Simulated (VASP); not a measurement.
# C (R-3m) in VASP: notebook

Runs on C. Level: LDA. Tasks: single point, relaxation of the atoms.

Everything below comes from runs of VASP 6.6.1. Logs are shortened: lines on timing, memory, paths and dates and some standing lists are left out, and cuts for length are marked.

## Step 1: The cell of the first run

The structure is trigonal, space group R-3m (No. 166). Conventional cell: a = 2.460 Å, b = 2.460 Å, c = 6.128 Å, α = 90.00°, β = 90.00°, γ = 120.00°. Within 2.0 Å of C (site symmetry 3m) lie 4 C at 1.51 to 1.53 Å.

## Step 2: Single point, LDA

INCAR

```
PREC = Accurate
ENCUT = 600
EDIFF = 1E-6
ISMEAR = 0
SIGMA = 0.01
LREAL = False
LASPH = True
NELM = 120
ALGO = Normal
ISIF = 2
LWAVE = False
LCHARG = True
LELF = True
LVHAR = True
NBANDS = 11
GGA_COMPAT = False
```

KPOINTS

```
Automatic mesh
0
Gamma
  9 9 9
```

POSCAR

```
C
1.0
    0.0197327715      1.7589940041      1.7589940041
    1.7589940041      0.0197327715      1.7589940041
    1.7589940041      1.7589940041      0.0197327715
C
2
Direct
    0.0002018756      0.0002018756      0.0002018756
    0.2497981244      0.2497981244      0.2497981244
```

Potentials or basis: VASP PAW LDA potentials, release 64 (C).

Launch:

```console
$ cat potpaw_LDA.64/C/POTCAR > POTCAR
$ mpirun -np 1 vasp_std > vasp.out
```

OUTCAR:

```text
PREC = Accurate
   ENCUT = 600
   EDIFF = 1E-6
   ISMEAR = 0
   LREAL = False
   LASPH = True
   NELM = 120
   ISIF = 2

 ion  position               nearest neighbor table
   1  0.000  0.000  0.000-   2 1.51   2 1.51   2 1.51   2 1.53
   2  0.250  0.250  0.250-   1 1.51   1 1.51   1 1.51   1 1.53

  LATTYP: Found a trigonal (rhomboedric) cell.
 ALAT       =     2.4876714404
 COS(alpha) =     0.5111860482

  Lattice vectors:

 A1 = (   0.0197327715,   1.7589940041,   1.7589940041)
 A2 = (   1.7589940041,   0.0197327715,   1.7589940041)
 A3 = (   1.7589940041,   1.7589940041,   0.0197327715)

Analysis of symmetry for initial positions (statically):
=====================================================================
 Subroutine PRICEL returns:
 Original cell was already a primitive cell.

 Routine SETGRP: Setting up the symmetry group for a
 trigonal (rhombohedral) supercell.

 Subroutine GETGRP returns: Found 12 space group operations
 (whereof  6 operations were pure point group operations)
 out of a pool of 12 trial point group operations.

The static configuration has the point symmetry C_3v.
 The point group associated with its full space group is D_3d.

Analysis of symmetry for dynamics (positions and initial velocities):
=====================================================================
 Subroutine PRICEL returns:
 Original cell was already a primitive cell.

 Routine SETGRP: Setting up the symmetry group for a
 trigonal (rhombohedral) supercell.

 Subroutine GETGRP returns: Found 12 space group operations
 (whereof  6 operations were pure point group operations)
 out of a pool of 12 trial point group operations.

The dynamic configuration has the point symmetry C_3v.
 The point group associated with its full space group is D_3d.

 Subroutine INISYM returns: Found 12 space group operations
 (whereof  6 operations are pure point group operations),
 and found     1 'primitive' translations

----------------------------------------------------------------------------------------

                                     Primitive cell

  volume of cell :      10.7017

  direct lattice vectors                    reciprocal lattice vectors
     0.019732771  1.758994004  1.758994004    -0.289081882  0.285874876  0.285874876
     1.758994004  0.019732771  1.758994004     0.285874876 -0.289081882  0.285874876
     1.758994004  1.758994004  0.019732771     0.285874876  0.285874876 -0.289081882

  length of vectors
     2.487671440  2.487671440  2.487671440     0.497008274  0.497008274  0.497008274

  position of ions in fractional coordinates (direct lattice)
     0.000201876  0.000201876  0.000201876
     0.249798124  0.249798124  0.249798124

  ion indices of the primitive-cell ions
   primitive index   ion index
                 1           1
                 2           2

----------------------------------------------------------------------------------------

 KPOINTS: Automatic mesh

Automatic generation of k-mesh.
 Grid dimensions read from file:
 generate k-points for:    9    9    9

 Generating k-lattice:

  Cartesian coordinates                     Fractional coordinates (reciprocal lattice)
    -0.032120209  0.031763875  0.031763875     0.111111111 -0.000000000 -0.000000000
     0.031763875 -0.032120209  0.031763875    -0.000000000  0.111111111 -0.000000000
     0.031763875  0.031763875 -0.032120209    -0.000000000 -0.000000000  0.111111111

  Length of vectors
     0.055223142  0.055223142  0.055223142

  Shift w.r.t. Gamma in fractional coordinates (k-lattice)
     0.000000000  0.000000000  0.000000000

 Subroutine IBZKPT returns following result:
 ===========================================

 Found     85 irreducible k-points:

 Following reciprocal coordinates:
            Coordinates               Weight
  0.000000  0.000000  0.000000      1.000000
  0.111111 -0.000000 -0.000000      6.000000
  0.222222 -0.000000 -0.000000      6.000000
  0.333333 -0.000000 -0.000000      6.000000
  0.444444 -0.000000 -0.000000      6.000000
  0.111111  0.111111 -0.000000      6.000000
[... 16 lines left out ...]
 -0.333333  0.333333  0.000000      6.000000
  0.444444  0.444444 -0.000000      6.000000
 [... further k-points ...]
   k-points           NKPTS =     85   k-points in BZ     NKDIM =     85   number of bands    NBANDS=     11
   number of dos      NEDOS =    301   number of ions     NIONS =      2
   total plane-waves  NPLWV =   8000
   dimension x,y,z NGX =    20 NGY =   20 NGZ =   20
   dimension x,y,z NGXF=    40 NGYF=   40 NGZF=   40
   ions per type =               2
   NGX,Y,Z   is equivalent  to a cutoff of  13.37, 13.37, 13.37 a.u.
   NGXF,Y,Z  is equivalent  to a cutoff of  26.73, 26.73, 26.73 a.u.
 SYSTEM =  unknown system
   PREC   = accura    normal or accurate (medium, high low for compatibility)
   ISTART =      0    job   : 0-new  1-cont  2-samecut
   ICHARG =      2    charge: 1-file 2-atom 10-const
   ISPIN  =      1    spin polarized calculation?
   LNONCOLLINEAR =      F non collinear calculations
   LSORBIT =      F    spin-orbit coupling
   LASPH  =      T    aspherical Exc in radial PAW
   ENCUT  =  600.0 eV  44.10 Ry    6.64 a.u.   4.97  4.97  4.97*2*pi/ulx,y,z
   NELM   =    120;   NELMIN=  2; NELMDL= -5     # of ELM steps
   EDIFF  = 0.1E-05   stopping-criterion for ELM
   LREAL  =      F    real-space projection
   EDIFFG = 0.1E-04   stopping-criterion for IOM
   NSW    =      0    number of steps for IOM
   IBRION =     -1    ionic relax: 0-MD 1-quasi-New 2-CG
   NFREE  =      0    steps in history (QN), initial steepest desc. (CG)
   ISIF   =      2    stress and relaxation
   ISYM   =      2    0-nonsym 1-usesym 2-fastsym
   POTIM  = 0.5000    time-step for ionic-motion
   TEBEG  =    0.0;   TEEND  =   0.0 temperature during run
   PSTRESS=    0.0 pullay stress
   NELECT =       8.0000    total number of electrons
   NUPDOWN=      -1.0000    fix difference up-down
   EMIN   =  10.00;   EMAX   =-10.00  energy-range for DOS
   EFERMI =   0.00;   METHOD = LEGACY
   ISMEAR =     0;   SIGMA  =   0.01  broadening in eV -4-tet -1-fermi 0-gaus
   EFERMI_NEDOS =   21; number of points for ismear=-14 and -15
   IALGO  =     38    algorithm
   IMIX   =      4    mixing-type and parameters
     AMIX     =   0.40;   BMIX     =  1.00
     AMIX_MAG =   1.60;   BMIX_MAG =  1.00
  volume/ion in A,a.u.               =       5.35        36.11
  Fermi-wavevector in a.u.,A,eV,Ry     =   1.485777  2.807712 30.035332  2.207535
  Thomas-Fermi vector in A             =   2.599147
   LORBIT       =      0    0 simple, 1 ext, 2 COOP (PROOUT), +10 PAW based schemes
   GGA     = CA    functional components
   LHFCALC =     F    Hartree Fock is set to
   AEXX    =    0.0000 exact exchange contribution
   IVDW    =     0    specifies the selected vdW correction
   LEPSILON=     F    determine dielectric tensor
   LRPA    =     F    only Hartree local field effects (RPA)
 non-spin polarized calculation
 Gauss-broadening in eV      SIGMA  =   0.01
  energy-cutoff  :      600.00
  volume of cell :       10.70
 maximum number of plane-waves:       367
   NGX =  9   NGY =  9   NGZ =  9

 number of electron       7.9999999 magnetization

 Free energy of the ion-electron system (eV)
  ---------------------------------------------------
  ext. energy  EPLUGINS =         0.00000000
  ---------------------------------------------------
  free energy    TOTEN  =       -20.22691442 eV

  energy without entropy =      -20.22691442  energy(sigma->0) =      -20.22691442

 E-fermi :  10.8190     XC(G=0): -13.7834

 val. band max:       10.6233736985   @ k =   0.0000   0.0000   0.0000
 cond. band min:      14.8537695041   @ k =   0.3333   0.3333  -0.0000
 fundamental gap:      4.2303958056
 Fermi energy:        10.8189530074

 k-point     1 :       0.0000    0.0000    0.0000
  band No.  band energies     occupation
      1     -11.5177      2.00000
      2      10.5294      2.00000
      3      10.6234      2.00000
      4      10.6234      2.00000
      5      15.9648      0.00000
      6      16.4617      0.00000
      7      16.4617      0.00000
      8      25.5258      0.00000
      9      30.3881      0.00000
     10      37.8918      0.00000
     11      37.8918      0.00000

 k-point     2 :       0.1111   -0.0000   -0.0000
  band No.  band energies     occupation
      1     -11.1600      2.00000
      2       8.5821      2.00000
      3       9.9579      2.00000
      4      10.0411      2.00000
      5      16.7673      0.00000
      6      17.2113      0.00000
      7      17.5780      0.00000
      8      25.6747      0.00000
      9      30.9141      0.00000
     10      34.6556      0.00000
     11      34.9085      0.00000

 k-point     3 :       0.2222   -0.0000   -0.0000
  band No.  band energies     occupation
      1     -10.0940      2.00000
      2       4.8308      2.00000
      3       8.9214      2.00000
      4       8.9813      2.00000
      5      18.1013      0.00000
      6      18.4993      0.00000
      7      19.0141      0.00000
      8      26.0453      0.00000
      9      31.6551      0.00000
     10      33.1610      0.00000
     11      33.5546      0.00000

 k-point     4 :       0.3333   -0.0000   -0.0000
  band No.  band energies     occupation
      1      -8.3469      2.00000
      2       0.9529      2.00000
      3       8.0890      2.00000
      4       8.1161      2.00000
      5      18.8510      0.00000
      6      19.2085      0.00000
      7      19.8840      0.00000
      8      26.3837      0.00000
      9      32.0522      0.00000
     10      34.0266      0.00000
     11      34.5720      0.00000

 k-point     5 :       0.4444   -0.0000   -0.0000
  band No.  band energies     occupation
      1      -6.0534      2.00000
      2      -2.4789      2.00000
      3       7.6518      2.00000
      4       7.6572      2.00000
      5      18.9969      0.00000
      6      19.3351      0.00000
      7      20.2730      0.00000
      8      26.4909      0.00000
      9      32.7652      0.00000
     10      35.9212      0.00000
     11      36.3198      0.00000
[... 211 lines left out ...]
 k-point    21 :       0.4444    0.3333   -0.0000
  band No.  band energies     occupation
      1      -5.6595      2.00000
      2       1.3253      2.00000
      3       3.6135      2.00000
      4       4.4815      2.00000
      5      15.4533      0.00000
      6      18.2816      0.00000
      7      26.0092      0.00000
      8      26.3554      0.00000
      9      33.5265      0.00000
     10      34.2727      0.00000
     11      42.1345      0.00000

 k-point    22 :      -0.4444    0.3333    0.0000
  band No.  band energies     occupation
      1      -3.5106      2.00000
      2      -0.7353      2.00000
      3       1.5619      2.00000
      4       4.7279      2.00000
      5      16.0462      0.00000
      6      21.0870      0.00000
      7      25.5161      0.00000
      8      26.6499      0.00000
      9      30.9700      0.00000
     10      35.3614      0.00000
     11      38.1853      0.00000

 k-point    23 :      -0.3333    0.3333    0.0000
  band No.  band energies     occupation
      1      -3.5847      2.00000
      2      -0.6132      2.00000
      3       0.6732      2.00000
      4       5.5574      2.00000
      5      16.8721      0.00000
      6      23.8994      0.00000
      7      25.0377      0.00000
      8      26.3988      0.00000
      9      27.8154      0.00000
     10      34.6291      0.00000
     11      36.1953      0.00000

 k-point    24 :       0.4444    0.4444   -0.0000
  band No.  band energies     occupation
      1      -4.2332      2.00000
      2      -0.5299      2.00000
      3       3.9377      2.00000
      4       4.1890      2.00000
      5      14.9760      0.00000
      6      16.1620      0.00000
      7      27.6993      0.00000
      8      27.7148      0.00000
      9      34.2565      0.00000
     10      34.8154      0.00000
     11      44.1688      0.00000

 [... further k-points ...]

------------------------ aborting loop because EDIFF is reached ----------------------------------------

  FORCE on cell =-STRESS in cart. coord.  units (eV):
  Direction    XX          YY          ZZ          XY          YZ          ZX
  --------------------------------------------------------------------------------------
  -------------------------------------------------------------------------------------
  Total        1.0149507      1.0149507      1.0149507     -0.4739926     -0.4739926     -0.4739926
  in kB      151.9505788    151.9505788    151.9505788    -70.9625082    -70.9625082    -70.9625082
  external PRESSURE =     151.9505788 kB  Pullay stress =       0.0000000 kB

 VOLUME and BASIS-vectors are now :
 -----------------------------------------------------------------------------
  energy-cutoff  :      600.00
  volume of cell :       10.70
      direct lattice vectors                 reciprocal lattice vectors
     0.019732771  1.758994004  1.758994004    -0.289081882  0.285874876  0.285874876
     1.758994004  0.019732771  1.758994004     0.285874876 -0.289081882  0.285874876
     1.758994004  1.758994004  0.019732771     0.285874876  0.285874876 -0.289081882

 POSITION                                       TOTAL-FORCE (eV/Angst)
 -----------------------------------------------------------------------------------
      0.00071      0.00071      0.00071         0.002389      0.002389      0.002389
      0.88372      0.88372      0.88372        -0.002389     -0.002389     -0.002389
 -----------------------------------------------------------------------------------
    total drift:                               -0.000000     -0.000000     -0.000000

  FREE ENERGIE OF THE ION-ELECTRON SYSTEM (eV)
  ---------------------------------------------------
  free  energy   TOTEN  =       -20.2269144200 eV

  energy  without entropy=      -20.2269144200  energy(sigma->0) =      -20.22691442
```

Run time: 11 s. Hardware: 1 thread of Intel Xeon Platinum 8259CL at 2.50GHz (Skylake/Cascade Lake), shared host; peak memory 0.12 GiB.

Results:

- Free energy: -20.2269 eV
- Pressure: 15.2 GPa
- Largest force: 0.004 eV/Å
- Band gap on the k mesh: 4.23 eV (least direct gap 5.34 eV)

Forces in eV/Å, atoms in the order of the input:
```
C    0.002  0.002  0.002
C   -0.002 -0.002 -0.002
```

Stress tensor (GPa, compression positive):
```
15.20 -7.10 -7.10
-7.10 15.20 -7.10
-7.10 -7.10 15.20
```

Caveat: the cell stands under pressure; an odd mesh through Γ misses points on the zone boundary, where band edges can lie.

(Continued in part 2 of 2.)
